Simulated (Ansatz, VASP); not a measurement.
**One calculation of GaP, two programs**

```
CELL_PARAMETERS angstrom
0.00000 2.67994 2.82694
2.82694 0.00000 2.82694
2.82694 2.67994 0.00000
ATOMIC_POSITIONS crystal
Ga 0.00000 0.00000 0.00000
P 0.75000 0.75000 0.75000
```

Alike in both runs: task single point; functional PBE; k mesh 10 × 10 × 10; occupations gaussian, width 0.05 eV; no spin polarisation.

|  | VASP | Ansatz |
| --- | --- | --- |
| version | VASP 6.6.1 | Ansatz 0.2.0 |
| potentials or method | VASP PAW PBE potentials, release 64 (Ga_d, P), cutoff 520 eV | scalar-relativistic, plane waves, PAW |
| valence electrons in the cell | 18 | 18 |

```tsv
	VASP	Ansatz	Ansatz less VASP
gap on the k mesh at the Fermi level (eV)	1.17	1.17	+0.004
least direct gap on the mesh (eV)	1.17	1.17	+0.004
pressure (GPa)	-1.9	-1.9	+0.01
traceless stress, the component that is largest in VASP (GPa)	2.34	2.34	-0.002
```
